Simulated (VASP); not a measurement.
# Na (Fd-3m) in VASP: notebook, part 2 of 2

VASP 6.6.1.

## 4. Single point, RPBE (60.93 Å³/atom)

This run uses another cell than the first one, of 60.93 Å³/atom.

Contents of INCAR:

```
SYSTEM = Na
  PREC = Accurate
  ENCUT = 500
  EDIFF = 1E-6
  ISMEAR = -1
  SIGMA = 0.1
  LREAL = .False.
  LASPH = .True.
  NELM = 120
  ALGO = Normal
  ISIF = 2
  LWAVE = .False.
  LCHARG = .True.
  GGA = RP
  LELF = .True.
  LVHAR = .True.
  NBANDS = 14
  GGA_COMPAT = .False.
```

Contents of KPOINTS:

```
regular mesh
0
Gamma
  8 8 8
  0 0 0
```

Contents of POSCAR:

```
Na
1.0
    0.0000000000      3.9349655538      3.9349655538
    3.9349655538      0.0000000000      3.9349655538
    3.9349655538      3.9349655538      0.0000000000
Na
2
Direct
    0.1250000000      0.1250000000      0.1250000000
    0.8750000000      0.8750000000      0.8750000000
```

Potentials or basis: VASP PAW PBE potentials, release 64 (Na_pv).

Launch:

```console
> cat potpaw_PBE.64/Na_pv/POTCAR > POTCAR
> mpirun -np 1 vasp_std > vasp.out
```

OUTCAR:

```text
SYSTEM = Na
   PREC = Accurate
   ENCUT = 500
   EDIFF = 1E-6
   ISMEAR = -1
   LREAL = .False.
   LASPH = .True.
   NELM = 120
   ISIF = 2
   GGA = RP

 ion  position               nearest neighbor table
   1  0.125  0.125  0.125-
   2  0.875  0.875  0.875-

  LATTYP: Found a face centered cubic cell.
 ALAT       =     7.8699311076

  Lattice vectors:

 A1 = (   0.0000000000,   3.9349655538,   3.9349655538)
 A2 = (   3.9349655538,   0.0000000000,   3.9349655538)
 A3 = (   3.9349655538,   3.9349655538,   0.0000000000)

Analysis of symmetry for initial positions (statically):
=====================================================================
 Subroutine PRICEL returns:
 Original cell was already a primitive cell.

 Routine SETGRP: Setting up the symmetry group for a
 face centered cubic supercell.

 Subroutine GETGRP returns: Found 48 space group operations
 (whereof 12 operations were pure point group operations)
 out of a pool of 48 trial point group operations.

The static configuration has the point symmetry D_3d.
 The point group associated with its full space group is O_h .

Analysis of symmetry for dynamics (positions and initial velocities):
=====================================================================
 Subroutine PRICEL returns:
 Original cell was already a primitive cell.

 Routine SETGRP: Setting up the symmetry group for a
 face centered cubic supercell.

 Subroutine GETGRP returns: Found 48 space group operations
 (whereof 12 operations were pure point group operations)
 out of a pool of 48 trial point group operations.

The dynamic configuration has the point symmetry D_3d.
 The point group associated with its full space group is O_h .

 Subroutine INISYM returns: Found 48 space group operations
 (whereof 12 operations are pure point group operations),
 and found     1 'primitive' translations

[... 116 lines left out ...]
  Fermi-wavevector in a.u.,A,eV,Ry     =   0.795854  1.503945  8.617701  0.633383
  Thomas-Fermi vector in A             =   1.902263
   LORBIT       =      0    0 simple, 1 ext, 2 COOP (PROOUT), +10 PAW based schemes
   GGA     = RP    functional components
   LHFCALC =     F    Hartree Fock is set to
   AEXX    =    0.0000 exact exchange contribution
   IVDW    =     0    specifies the selected vdW correction
   LEPSILON=     F    determine dielectric tensor
   LRPA    =     F    only Hartree local field effects (RPA)
 non-spin polarized calculation
  energy-cutoff  :      500.00
  volume of cell :      121.86
 maximum number of plane-waves:      3119
 NGX is ok and might be reduce to    42
   NGX = 21   NGY = 21   NGZ = 21

 number of electron      13.9999983 magnetization

 Free energy of the ion-electron system (eV)
  ---------------------------------------------------
  ext. energy  EPLUGINS =         0.00000000
  ---------------------------------------------------
  free energy    TOTEN  =        -1.74967844 eV

  energy without entropy =       -1.71226510  energy(sigma->0) =       -1.73097177

 E-fermi :  -0.7356     XC(G=0):  -5.1657

 val. band max:       -0.9382212575   @ k =  -0.3750   0.3750   0.1250
 cond. band min:      -0.7329250876   @ k =   0.5000   0.1250   0.0000
 fundamental gap:      0.2052961699
 Fermi energy:        -0.7356099048

 k-point     1 :       0.0000    0.0000    0.0000
  band No.  band energies     occupation
      1     -26.1862      2.00000
      2     -26.1862      2.00000
      3     -26.1862      2.00000
      4     -26.1627      2.00000
      5     -26.1627      2.00000
      6     -26.1627      2.00000
      7      -3.0859      2.00000
      8       3.5378      0.00000
      9       3.5378      0.00000
     10       3.5378      0.00000
     11       3.8691      0.00000
     12       3.8691      0.00000
     13       3.8691      0.00000
     14       5.3639      0.00000
[... 377 lines left out ...]
      1     -26.1905      2.00000
      2     -26.1893      2.00000
      3     -26.1809      2.00000
      4     -26.1683      2.00000
      5     -26.1596      2.00000
      6     -26.1586      2.00000
      7      -1.2098      1.98270
      8      -0.6943      0.79642
      9       1.2379      0.00000
     10       1.6259      0.00000
     11       3.7061      0.00000
     12       4.0009      0.00000
     13       5.6823      0.00000
     14       6.2149      0.00000

 [... further k-points ...]
[... 5 lines left out ...]
  --------------------------------------------------------------------------------------
  -------------------------------------------------------------------------------------
  Total       -0.0794485     -0.0794485     -0.0794485     -0.0000000     -0.0000000     -0.0000000
  in kB       -1.0445840     -1.0445840     -1.0445840     -0.0000000     -0.0000000     -0.0000000
  external PRESSURE =      -1.0445840 kB  Pullay stress =       0.0000000 kB

 VOLUME and BASIS-vectors are now :
 -----------------------------------------------------------------------------
  energy-cutoff  :      500.00
  volume of cell :      121.86
      direct lattice vectors                 reciprocal lattice vectors
     0.000000000  3.934965554  3.934965554    -0.127065915  0.127065915  0.127065915
     3.934965554  0.000000000  3.934965554     0.127065915 -0.127065915  0.127065915
     3.934965554  3.934965554  0.000000000     0.127065915  0.127065915 -0.127065915

 POSITION                                       TOTAL-FORCE (eV/Angst)
 -----------------------------------------------------------------------------------
      0.98374      0.98374      0.98374        -0.000000     -0.000000     -0.000000
      6.88619      6.88619      6.88619         0.000000      0.000000      0.000000
 -----------------------------------------------------------------------------------
    total drift:                                0.000000      0.000000      0.000000

  FREE ENERGIE OF THE ION-ELECTRON SYSTEM (eV)
  ---------------------------------------------------
  free  energy   TOTEN  =        -1.7496784412 eV

  energy  without entropy=       -1.7122651038  energy(sigma->0) =       -1.73097177
```

stdout:

```text
POSCAR found type information on POSCAR Na
 POSCAR found :  1 types and       2 ions
 scaLAPACK will be used
 -----------------------------------------------------------------------------
|                                                                             |
|                                                                             |
|     You enforced a specific xc type in the INCAR file but a different       |
|     I HOPE YOU KNOW WHAT YOU ARE DOING!                                     |
|                                                                             |
 -----------------------------------------------------------------------------

 LDA part: xc-table for (Slater+PW92), standard interpolation
 POSCAR, INCAR and KPOINTS ok, starting setup
 FFT: planning ... GRIDC
 FFT: planning ... GRID_SOFT
 FFT: planning ... GRID
 WAVECAR not read
 entering main loop
```

It took 66 s on 1 thread of Intel Xeon 8259CL, shared host; peak memory 0.25 GiB.

Results:

```
Free energy            : -1.7497 eV
Pressure               : -0.1 GPa
Band gap on the k mesh : zero (bands 7 and 8 overlap by 0.60 eV)
```

Caveat: the PAW data sets were made with another functional, which shifts forces and pressure a little.

## 5. Single point, RPBE (63.27 Å³/atom)

This run uses another cell than the first one, of 63.27 Å³/atom.

Contents of INCAR:

```
PREC = Accurate
ENCUT = 500
EDIFF = 1E-6
ISMEAR = -1
SIGMA = 0.1
LREAL = F
LASPH = T
NELM = 120
ALGO = Normal
ISIF = 2
LWAVE = F
LCHARG = F
GGA = RP
NBANDS = 14
GGA_COMPAT = F
```

Contents of KPOINTS:

```
regular mesh
0
Gamma
  8 8 8
```

Contents of POSCAR:

```
Na
1.0
    0.0000000000      3.9847805326      3.9847805326
    3.9847805326      0.0000000000      3.9847805326
    3.9847805326      3.9847805326      0.0000000000
Na
2
Direct
    0.1250000000      0.1250000000      0.1250000000
    0.8750000000      0.8750000000      0.8750000000
```

Launch:

```console
> cat potpaw_PBE.64/Na_pv/POTCAR > POTCAR
> mpirun -np 1 vasp_std > vasp.out
```

Wall time 58 s (1 thread of Intel Xeon 8259CL, shared host); peak memory 0.25 GiB.

Results (log left out):

```
Free energy            : -1.7462 eV
Pressure               : -0.2 GPa
Band gap on the k mesh : zero (bands 7 and 8 overlap by 0.54 eV)
```

Levels at points of the mesh, in eV from the Fermi level:
| k point | band 5 | band 6 | band 7 | band 8 | band 9 | band 10 |
| --- | --- | --- | --- | --- | --- | --- |
| (0.00, 0.00, 0.00) | -25.44 | -25.44 | -2.29 | 4.17 | 4.17 | 4.17 |
| (0.50, 0.00, 0.00) | -25.43 | -25.43 | -0.77 | -0.21 | 3.48 | 3.48 |
| (0.50, 0.50, 0.00) | -25.43 | -25.43 | 0.03 | 0.03 | 2.19 | 2.19 |

Caveat: the PAW data sets were made with another functional, which shifts forces and pressure a little.

## 6. Overview

```csv
cell,gap on the mesh (eV),pressure (GPa)
"a = 5.418 Å, angles 60.0°, 2 atoms",none,0.1
"a = 5.493 Å, angles 60.0°, 2 atoms",none,0.0
"a = 5.565 Å, angles 60.0°, 2 atoms",none,-0.1
"a = 5.635 Å, angles 60.0°, 2 atoms",none,-0.2
```

Alike in all rows: task single point; level RPBE; potentials or basis VASP PAW PBE potentials, release 64 (Na_pv); no spin polarisation; k mesh 8 × 8 × 8; cutoff (eV) 500; smearing fermi-dirac 0.1 eV.

Caveats: the PAW data sets were made with another functional, which shifts forces and pressure a little.

Total energies depend on the potentials used, so only differences within one code and one set of settings carry meaning.
